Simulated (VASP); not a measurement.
ZrSi4Pd: single point with PBE

Crystal: ZrSi4Pd.

```
CELL_PARAMETERS angstrom
0.00000 3.55859 3.55859
3.55859 0.00000 3.55859
3.55859 3.55859 0.00000
ATOMIC_POSITIONS crystal
Zr 0.75000 0.75000 0.75000
Si 0.37674 0.37674 0.37674
Si 0.37674 0.37674 0.86979
Si 0.37674 0.86979 0.37674
Si 0.86979 0.37674 0.37674
Pd 0.00000 0.00000 0.00000
```

```
Program                : VASP 6.6.1
Task                   : single point
Functional             : PBE
Potentials or basis    : VASP PAW PBE potentials, release 64 (Zr_sv, Si, Pd)
Cutoff                 : 520 eV
k mesh                 : 4 × 4 × 4
Occupations            : gaussian, width 0.1 eV
Spin                   : no spin polarisation
Dipole correction      : no
Further INCAR settings : ALGO = Normal; EDIFF = 1e-07; NBANDS = 28
```

| Quantity | Value |
| --- | --- |
| Pressure | -0.1 GPa |
| Largest force | 0.928 eV/Å |
| Band gap on the k mesh | zero (band 19 reaches 11.54 eV, above the bottom of band 20 at 10.02 eV) |

Forces on the atoms (eV/Å):
```
Zr   0.000  0.000  0.000
Si  -0.536 -0.536 -0.536
Si   0.536  0.536 -0.536
Si   0.536 -0.536  0.536
Si  -0.536  0.536  0.536
Pd   0.000  0.000  0.000
```

Levels at points of the mesh, in eV from the Fermi level:
| k point | band 16 | band 17 | band 18 | band 19 | band 20 | band 21 | band 22 | band 23 |
| --- | --- | --- | --- | --- | --- | --- | --- | --- |
| (0.00, 0.00, 0.00) | -1.56 | -1.56 | -1.27 | -0.74 | -0.74 | 2.06 | 2.06 | 2.06 |
| (0.50, 0.00, 0.00) | -1.83 | -0.70 | -0.70 | -0.39 | -0.09 | 1.37 | 1.37 | 2.22 |
| (0.50, 0.50, 0.00) | -1.83 | -1.07 | -1.07 | -0.15 | 0.55 | 2.11 | 2.27 | 2.27 |

Wall time 31 s on 1 thread of Intel(R) Xeon(R) 6975P-C (Granite Rapids), with other jobs on the host, peak memory 0.23 GiB.

Caveat: the k points lie up to 0.38 Å⁻¹ apart.
